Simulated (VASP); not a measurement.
# LaHg2 (P6/mmm) in VASP: a series of runs

Runs on LaHg2. Level: LDA. Tasks: electric field gradients, density of states.

All numbers are computed with VASP 6.6.1; they aren't measurements. Logs are shortened: lines on timing, memory, paths and dates and some standing lists are left out, and cuts for length are marked.

### Step 1. The cell of the first run

The structure is hexagonal, space group P6/mmm (No. 191). The conventional cell has a = 4.958 Å, b = 4.958 Å, c = 3.640 Å, α = 90.00°, β = 90.00°, γ = 120.00°. Within 4.5 Å of La (site symmetry 6/mmm) lie 12 Hg at 3.39 Å and 2 La at 3.64 Å. Hg (site symmetry -6m2) has 5 Hg at 2.86 to 3.64 Å and 6 La at 3.39 Å within 3.8 Å.

### Step 2. Electric field gradients, LDA

INCAR

```
PREC = Accurate ; ENCUT = 520
EDIFF = 1E-8 ; ISMEAR = -1
SIGMA = 0.08 ; LREAL = False
LASPH = True ; NELM = 100
ALGO = Normal ; ISIF = 2
LWAVE = False ; LCHARG = False
GGA = CA ; LEFG = True
NBANDS = 24
```

KPOINTS

```
regular mesh
0
Gamma
  8 8 9
```

POSCAR

```
LaHg2
1.0
    4.9579982887      0.0000000000      0.0000000000
   -2.4789991444      4.2937524700      0.0000000000
    0.0000000000      0.0000000000      3.6400000000
La Hg
1 2
Direct
    0.0000000000      0.0000000000      0.0000000000
    0.3333333333      0.6666666667      0.5000000000
    0.6666666667      0.3333333333      0.5000000000
```

Potentials or basis: VASP PAW LDA potentials, release 64 (La, Hg).

The run is started by

```sh
> cat potpaw_LDA.64/La/POTCAR potpaw_LDA.64/Hg/POTCAR > POTCAR
> mpirun -np 1 vasp_std > vasp.out
```

OUTCAR:

```text
PREC = Accurate
   ENCUT = 520
   EDIFF = 1E-8
   ISMEAR = -1
   LREAL = False
   LASPH = True
   NELM = 100
   ISIF = 2
   GGA = CA

 ion  position               nearest neighbor table
   1  0.000  0.000  0.000-   2 3.39   3 3.39   2 3.39   3 3.39   3 3.39   3 3.39   2 3.39   2 3.39
                             3 3.39   3 3.39   2 3.39   2 3.39
   2  0.333  0.667  0.500-   3 2.86   3 2.86   3 2.86   1 3.39   1 3.39   1 3.39   1 3.39   1 3.39
                             1 3.39
   3  0.667  0.333  0.500-   2 2.86   2 2.86   2 2.86   1 3.39   1 3.39   1 3.39   1 3.39   1 3.39
                             1 3.39

  LATTYP: Found a hexagonal cell.
 ALAT       =     4.9579982887
 C/A-ratio  =     0.7341672562

  Lattice vectors:

 A1 = (   4.9579982887,   0.0000000000,   0.0000000000)
 A2 = (  -2.4789991444,   4.2937524700,   0.0000000000)
 A3 = (   0.0000000000,   0.0000000000,   3.6400000000)

Analysis of symmetry for initial positions (statically):
=====================================================================
 Subroutine PRICEL returns:
 Original cell was already a primitive cell.

 Routine SETGRP: Setting up the symmetry group for a
 hexagonal supercell.

 Subroutine GETGRP returns: Found 24 space group operations
 (whereof 24 operations were pure point group operations)
 out of a pool of 24 trial point group operations.

The static configuration has the point symmetry D_6h.

Analysis of symmetry for dynamics (positions and initial velocities):
=====================================================================
 Subroutine PRICEL returns:
 Original cell was already a primitive cell.

 Routine SETGRP: Setting up the symmetry group for a
 hexagonal supercell.

 Subroutine GETGRP returns: Found 24 space group operations
 (whereof 24 operations were pure point group operations)
 out of a pool of 24 trial point group operations.

The dynamic configuration has the point symmetry D_6h.

 Subroutine INISYM returns: Found 24 space group operations
 (whereof 24 operations are pure point group operations),
 and found     1 'primitive' translations

----------------------------------------------------------------------------------------

                                     Primitive cell

  volume of cell :      77.4898

  direct lattice vectors                    reciprocal lattice vectors
     4.957998289  0.000000000  0.000000000     0.201694301  0.116448259  0.000000000
    -2.478999144  4.293752470  0.000000000     0.000000000  0.232896518  0.000000000
     0.000000000  0.000000000  3.640000000     0.000000000  0.000000000  0.274725275

  length of vectors
     4.957998289  4.957998289  3.640000000     0.232896518  0.232896518  0.274725275

  position of ions in fractional coordinates (direct lattice)
     0.000000000  0.000000000  0.000000000
     0.333333333  0.666666667  0.500000000
     0.666666667  0.333333333  0.500000000

  ion indices of the primitive-cell ions
   primitive index   ion index
                 1           1
                 2           2
                 3           3

----------------------------------------------------------------------------------------

 KPOINTS: regular mesh

Automatic generation of k-mesh.
 Grid dimensions read from file:
 generate k-points for:    8    8    9

 Generating k-lattice:

  Cartesian coordinates                     Fractional coordinates (reciprocal lattice)
     0.025211788  0.014556032  0.000000000     0.125000000  0.000000000  0.000000000
     0.000000000  0.029112065  0.000000000     0.000000000  0.125000000  0.000000000
     0.000000000  0.000000000  0.030525031     0.000000000  0.000000000  0.111111111

  Length of vectors
     0.029112065  0.029112065  0.030525031

  Shift w.r.t. Gamma in fractional coordinates (k-lattice)
     0.000000000  0.000000000  0.000000000

 Subroutine IBZKPT returns following result:
 ===========================================

 Found     50 irreducible k-points:

 Following reciprocal coordinates:
            Coordinates               Weight
  0.000000  0.000000  0.000000      1.000000
  0.125000  0.000000  0.000000      6.000000
  0.250000  0.000000  0.000000      6.000000
  0.375000  0.000000  0.000000      6.000000
  0.500000  0.000000  0.000000      3.000000
  0.125000  0.125000  0.000000      6.000000
[... 16 lines left out ...]
  0.250000  0.000000  0.222222     12.000000
  0.375000  0.000000  0.222222     12.000000
 [... further k-points ...]
   k-points           NKPTS =     50   k-points in BZ     NKDIM =     50   number of bands    NBANDS=     24
   number of dos      NEDOS =    301   number of ions     NIONS =      3
   total plane-waves  NPLWV =  44800
   dimension x,y,z NGX =    40 NGY =   40 NGZ =   28
   dimension x,y,z NGXF=    80 NGYF=   80 NGZF=   56
   ions per type =               1   2
   NGX,Y,Z   is equivalent  to a cutoff of  13.41, 13.41, 12.79 a.u.
   NGXF,Y,Z  is equivalent  to a cutoff of  26.82, 26.82, 25.58 a.u.
 SYSTEM =  unknown system
   PREC   = accura    normal or accurate (medium, high low for compatibility)
   ISTART =      0    job   : 0-new  1-cont  2-samecut
   ICHARG =      2    charge: 1-file 2-atom 10-const
   ISPIN  =      1    spin polarized calculation?
   LNONCOLLINEAR =      F non collinear calculations
   LSORBIT =      F    spin-orbit coupling
   LASPH  =      T    aspherical Exc in radial PAW
   ENCUT  =  520.0 eV  38.22 Ry    6.18 a.u.   9.22  9.22  6.77*2*pi/ulx,y,z
   NELM   =    100;   NELMIN=  2; NELMDL= -5     # of ELM steps
   EDIFF  = 0.1E-07   stopping-criterion for ELM
   LREAL  =      F    real-space projection
   EDIFFG = 0.1E-06   stopping-criterion for IOM
   NSW    =      0    number of steps for IOM
   IBRION =     -1    ionic relax: 0-MD 1-quasi-New 2-CG
   NFREE  =      0    steps in history (QN), initial steepest desc. (CG)
   ISIF   =      2    stress and relaxation
   ISYM   =      2    0-nonsym 1-usesym 2-fastsym
   POTIM  = 0.5000    time-step for ionic-motion
   TEBEG  =    0.0;   TEEND  =   0.0 temperature during run
   PSTRESS=    0.0 pullay stress
   NELECT =      35.0000    total number of electrons
   NUPDOWN=      -1.0000    fix difference up-down
   EMIN   =  10.00;   EMAX   =-10.00  energy-range for DOS
   EFERMI =   0.00;   METHOD = LEGACY
   ISMEAR =    -1;   SIGMA  =   0.08  broadening in eV -4-tet -1-fermi 0-gaus
   EFERMI_NEDOS =   21; number of points for ismear=-14 and -15
   IALGO  =     38    algorithm
   IMIX   =      4    mixing-type and parameters
     AMIX     =   0.40;   BMIX     =  1.00
     AMIX_MAG =   1.60;   BMIX_MAG =  1.00
  volume/ion in A,a.u.               =      25.83       174.31
  Fermi-wavevector in a.u.,A,eV,Ry     =   1.256076  2.373640 21.466279  1.577727
  Thomas-Fermi vector in A             =   2.389802
   LORBIT       =      0    0 simple, 1 ext, 2 COOP (PROOUT), +10 PAW based schemes
   GGA     = CA    functional components
   LHFCALC =     F    Hartree Fock is set to
   AEXX    =    0.0000 exact exchange contribution
   IVDW    =     0    specifies the selected vdW correction
   LEPSILON=     F    determine dielectric tensor
   LRPA    =     F    only Hartree local field effects (RPA)
 non-spin polarized calculation
  energy-cutoff  :      520.00
  volume of cell :       77.49
 maximum number of plane-waves:      2107
 NGX is ok and might be reduce to    40
   NGX = 19   NGY = 19   NGZ = 13

 number of electron      34.9999999 magnetization

 Free energy of the ion-electron system (eV)
  ---------------------------------------------------
  ext. energy  EPLUGINS =         0.00000000
  ---------------------------------------------------
  free energy    TOTEN  =        -9.35009319 eV

  energy without entropy =       -9.29691467  energy(sigma->0) =       -9.32350393

 E-fermi :   5.7940     XC(G=0): -10.9511

 val. band max:        5.7672288755   @ k =   0.1250   0.0000   0.3333
 cond. band min:       5.8105601142   @ k =   0.2500   0.1250   0.3333
 fundamental gap:      0.0433312386
 Fermi energy:         5.7939728496

 k-point     1 :       0.0000    0.0000    0.0000
  band No.  band energies     occupation
      1     -27.1443      2.00000
      2     -10.9123      2.00000
      3     -10.9123      2.00000
      4     -10.4532      2.00000
      5      -2.8269      2.00000
      6      -1.9855      2.00000
[... 16 lines left out ...]
     23       7.4512      0.00000
     24       7.4923      0.00000
[... 598 lines left out ...]
      2     -10.9564      2.00000
      3     -10.8929      2.00000
      4     -10.8740      2.00000
      5      -2.5101      2.00000
      6      -2.3025      2.00000
[... 16 lines left out ...]
     23       7.3997      0.00000
     24       7.4387      0.00000

 [... further k-points ...]
[... 5 lines left out ...]
  --------------------------------------------------------------------------------------
  -------------------------------------------------------------------------------------
  Total       -1.0366107     -1.0366107     -1.6648813      0.0000000      0.0000000      0.0000000
  in kB      -21.4329277    -21.4329277    -34.4230308      0.0000000      0.0000000      0.0000000
  external PRESSURE =     -25.7629621 kB  Pullay stress =       0.0000000 kB

 VOLUME and BASIS-vectors are now :
 -----------------------------------------------------------------------------
  energy-cutoff  :      520.00
  volume of cell :       77.49
      direct lattice vectors                 reciprocal lattice vectors
     4.957998289  0.000000000  0.000000000     0.201694301  0.116448259  0.000000000
    -2.478999144  4.293752470  0.000000000     0.000000000  0.232896518  0.000000000
     0.000000000  0.000000000  3.640000000     0.000000000  0.000000000  0.274725275

 POSITION                                       TOTAL-FORCE (eV/Angst)
 -----------------------------------------------------------------------------------
      0.00000      0.00000      0.00000         0.000000      0.000000      0.000000
     -0.00000      2.86250      1.82000         0.000000      0.000000      0.000000
      2.47900      1.43125      1.82000        -0.000000     -0.000000      0.000000
 -----------------------------------------------------------------------------------
    total drift:                                0.000000      0.000000      0.000000

  FREE ENERGIE OF THE ION-ELECTRON SYSTEM (eV)
  ---------------------------------------------------
  free  energy   TOTEN  =        -9.3500931936 eV

  energy  without entropy=       -9.2969146711  energy(sigma->0) =       -9.32350393

 Electric field gradients (V/A^2)
---------------------------------------------------------------------
 ion       V_xx      V_yy      V_zz      V_xy      V_xz      V_yz
---------------------------------------------------------------------
   1     -36.958   -36.957    73.915     0.000    -0.000     0.000
   2    -157.247  -157.247   314.495     0.000     0.000     0.000
   3    -157.247  -157.247   314.495     0.000     0.000     0.000
---------------------------------------------------------------------

 Electric field gradients after diagonalization (V/A^2)
 (convention: |V_zz| > |V_xx| > |V_yy|)
----------------------------------------------------------------------
 ion       V_xx      V_yy      V_zz     asymmetry (V_yy - V_xx)/ V_zz
----------------------------------------------------------------------
   1     -36.958   -36.957    73.915       0.000
   2    -157.247  -157.247   314.495       0.000
   3    -157.247  -157.247   314.495       0.000
----------------------------------------------------------------------

           NMR quadrupolar parameters

 Cq : quadrupolar parameter    Cq=e*Q*V_zz/h
 eta: asymmetry parameters     (V_yy - V_xx)/ V_zz
 Q  : nuclear electric quadrupole moment in mb (millibarn)
----------------------------------------------------------------------
 ion       Cq(MHz)       eta       Q (mb)
----------------------------------------------------------------------
   1       0.179       0.000       1.000
   2       0.760       0.000       1.000
   3       0.760       0.000       1.000
----------------------------------------------------------------------
```

It took 1.8 min on 1 thread of Oxide Virtual Turin-like, shared host; peak memory 0.21 GiB.

What came out:

| Quantity | Value |
| --- | --- |
| Free energy | -9.3501 eV |
| Pressure | -2.6 GPa |

Electric field gradients, principal values (V/Å²):
| atom | least | middle | greatest (by size) |
| --- | --- | --- | --- |
| 1 La | -36.957 | -36.958 | 73.915 |
| 2 Hg | -157.247 | -157.247 | 314.495 |
| 3 Hg | -157.247 | -157.247 | 314.495 |

Caveat: without QUAD_EFG the Cq values of the log hold for a quadrupole moment of 1 mb, not for the nuclei; spin-orbit coupling is left out, which moves the levels of the heavy elements.

### Step 3. Electric field gradients, LDA

INCAR

```
ALGO = Normal ; EDIFF = 1E-8
ENCUT = 520 ; ISIF = 2
ISMEAR = -1 ; LASPH = T
LCHARG = F ; LEFG = T
LREAL = F ; LWAVE = F
NBANDS = 24 ; NELM = 100
PREC = Accurate ; SIGMA = 0.08
```

KPOINTS

```
k-points
0
Gamma
  8 8 9
```

POSCAR is that of step 2.

Potentials or basis: VASP PAW LDA potentials, release 64 (La, Hg).

The run is started by

```sh
> cat potpaw_LDA.64/La/POTCAR potpaw_LDA.64/Hg/POTCAR > POTCAR
> mpirun -np 1 vasp_std > vasp.out
```

OUTCAR:

```text
EDIFF = 1E-8
   ENCUT = 520
   ISIF = 2
   ISMEAR = -1
   LASPH = T
   LREAL = F
   NELM = 100
   PREC = Accurate

 ion  position               nearest neighbor table
   1  0.000  0.000  0.000-   2 3.39   3 3.39   2 3.39   3 3.39   3 3.39   3 3.39   2 3.39   2 3.39
                             3 3.39   3 3.39   2 3.39   2 3.39
   2  0.333  0.667  0.500-   3 2.86   3 2.86   3 2.86   1 3.39   1 3.39   1 3.39   1 3.39   1 3.39
                             1 3.39
   3  0.667  0.333  0.500-   2 2.86   2 2.86   2 2.86   1 3.39   1 3.39   1 3.39   1 3.39   1 3.39
                             1 3.39

  LATTYP: Found a hexagonal cell.
 ALAT       =     4.9579982887
 C/A-ratio  =     0.7341672562

  Lattice vectors:

 A1 = (   4.9579982887,   0.0000000000,   0.0000000000)
 A2 = (  -2.4789991444,   4.2937524700,   0.0000000000)
 A3 = (   0.0000000000,   0.0000000000,   3.6400000000)

Analysis of symmetry for initial positions (statically):
=====================================================================
 Subroutine PRICEL returns:
[... 849 lines left out ...]
 POSITION                                       TOTAL-FORCE (eV/Angst)
 -----------------------------------------------------------------------------------
      0.00000      0.00000      0.00000         0.000000      0.000000      0.000000
     -0.00000      2.86250      1.82000         0.000000      0.000000      0.000000
      2.47900      1.43125      1.82000        -0.000000     -0.000000      0.000000
 -----------------------------------------------------------------------------------
    total drift:                                0.000000      0.000000      0.000000

  FREE ENERGIE OF THE ION-ELECTRON SYSTEM (eV)
  ---------------------------------------------------
  free  energy   TOTEN  =        -9.3500931936 eV

  energy  without entropy=       -9.2969146711  energy(sigma->0) =       -9.32350393

 Electric field gradients (V/A^2)
---------------------------------------------------------------------
 ion       V_xx      V_yy      V_zz      V_xy      V_xz      V_yz
---------------------------------------------------------------------
   1     -36.958   -36.957    73.915     0.000    -0.000     0.000
   2    -157.247  -157.247   314.495     0.000     0.000     0.000
   3    -157.247  -157.247   314.495     0.000     0.000     0.000
---------------------------------------------------------------------

 Electric field gradients after diagonalization (V/A^2)
 (convention: |V_zz| > |V_xx| > |V_yy|)
----------------------------------------------------------------------
 ion       V_xx      V_yy      V_zz     asymmetry (V_yy - V_xx)/ V_zz
----------------------------------------------------------------------
   1     -36.958   -36.957    73.915       0.000
   2    -157.247  -157.247   314.495       0.000
   3    -157.247  -157.247   314.495       0.000
----------------------------------------------------------------------

           NMR quadrupolar parameters

 Cq : quadrupolar parameter    Cq=e*Q*V_zz/h
 eta: asymmetry parameters     (V_yy - V_xx)/ V_zz
 Q  : nuclear electric quadrupole moment in mb (millibarn)
----------------------------------------------------------------------
 ion       Cq(MHz)       eta       Q (mb)
----------------------------------------------------------------------
   1       0.179       0.000       1.000
   2       0.760       0.000       1.000
   3       0.760       0.000       1.000
----------------------------------------------------------------------
```

It took 1.8 min on 1 thread of Oxide Virtual Turin-like, shared host; peak memory 0.21 GiB.

Results:

| Item | Value |
| --- | --- |
| Free energy | -9.3501 eV |
| Pressure | -2.6 GPa |

Levels at points of the mesh, in eV from the Fermi level:
| k point | band 14 | band 15 | band 16 | band 17 | band 18 | band 19 | band 20 | band 21 |
| --- | --- | --- | --- | --- | --- | --- | --- | --- |
| (0.00, 0.00, 0.00) | -6.83 | -6.83 | -1.03 | -1.03 | -0.46 | -0.20 | 1.38 | 1.38 |
| (0.50, 0.00, 0.00) | -6.60 | -5.35 | -5.14 | -0.42 | -0.10 | 1.39 | 1.44 | 1.57 |

Electric field gradients, principal values (V/Å²):
```tsv
atom	least	middle	greatest (by size)
1 La	-36.957	-36.958	73.915
2 Hg	-157.247	-157.247	314.495
3 Hg	-157.247	-157.247	314.495
```

Caveat: without QUAD_EFG the Cq values of the log hold for a quadrupole moment of 1 mb, not for the nuclei; spin-orbit coupling is left out, which moves the levels of the heavy elements.

### Step 4. Density of states, LDA

POSCAR is that of step 3.

INCAR.step1

```
PREC = Accurate ; ENCUT = 520
EDIFF = 1E-7 ; ISMEAR = -1
SIGMA = 0.08 ; LREAL = F
LASPH = T ; NELM = 80
ALGO = Normal ; ISIF = 2
LWAVE = F ; LCHARG = T
LMAXMIX = 6 ; GGA = CA
NBANDS = 24
```

KPOINTS.step1

```
Automatic mesh
0
Gamma
  8 8 9
```

INCAR.step2

```
PREC = Accurate ; ENCUT = 520
EDIFF = 1E-7 ; ISMEAR = -5
SIGMA = 0.08 ; LREAL = F
LASPH = T ; NELM = 80
ALGO = Normal ; ISIF = 2
LWAVE = F ; LCHARG = F
LMAXMIX = 6 ; GGA = CA
LORBIT = 11 ; NBANDS = 24
NEDOS = 1001 ; ICHARG = 11
```

KPOINTS.step2

```
Automatic mesh
0
Gamma
  12 12 14
```

The run is started by

```sh
> cat potpaw_LDA.64/La/POTCAR potpaw_LDA.64/Hg/POTCAR > POTCAR
> cp INCAR.step1 INCAR
> cp KPOINTS.step1 KPOINTS
> mpirun -np 1 vasp_std > vasp.out
> cp INCAR.step2 INCAR
> cp KPOINTS.step2 KPOINTS
> mpirun -np 1 vasp_std > vasp.out
```

Wall time 4.8 min (1 thread of Oxide Virtual Turin-like, shared host); peak memory 0.38 GiB.

Results (log left out):

```yaml
Valence_electrons_inside_the_program's_atomic_spheres: La 8.50; Hg 10.58
```

Levels at points of the mesh, in eV from the Fermi level:
```
           k point  band 15  band 16  band 17  band 18  band 19  band 20
(0.00, 0.00, 0.00)    -6.84    -1.04    -1.04    -0.47    -0.21     1.38
(0.50, 0.00, 0.00)    -5.36    -5.15    -0.43    -0.11     1.38     1.43
(0.00, 0.00, 0.50)    -5.13    -2.96     0.85     0.85     0.86     0.86
(0.50, 0.00, 0.50)    -4.87    -2.98    -1.61    -0.91    -0.24     1.39
```

Caveat: spin-orbit coupling is left out, which moves the levels of the heavy elements; tetrahedron occupations give inexact forces and stress in metals.
